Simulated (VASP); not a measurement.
KI:

```
K I
1.0
     0.00000    3.54428    3.54428
     3.47340    0.00000    3.54428
     3.47340    3.54428    0.00000
K I
1 1
Direct
  0.00000 0.00000 0.00000
  0.50000 0.50000 0.50000
```

This cell differs from its parent crystal: uniaxial x strain -2.0%.

Base run:

- Program: VASP 6.6.1
- Functional: r2SCAN
- Potentials or basis: VASP PAW PBE potentials, release 64 (K_sv, I)
- Cutoff: 520 eV
- k mesh: 6 × 6 × 6
- Occupations: gaussian, width 0.01 eV
- Spin: no spin polarisation

Its results: band gap on the k mesh 4.63 eV, direct; pressure 0.3 GPa.

Q: The run is repeated on the same cell with these changes: functional from r2SCAN to PBE; k mesh from 6 × 6 × 6 to 4 × 4 × 4. What comes out?

A: Band gap on the k mesh 3.98 eV, direct; pressure 0.8 GPa.

Several settings changed at once, so the effect can't be laid on one alone.

Caveats: spin-orbit coupling is left out, which moves the levels of the heavy elements; the PAW data sets were made with another functional, which shifts forces and pressure a little (some runs).

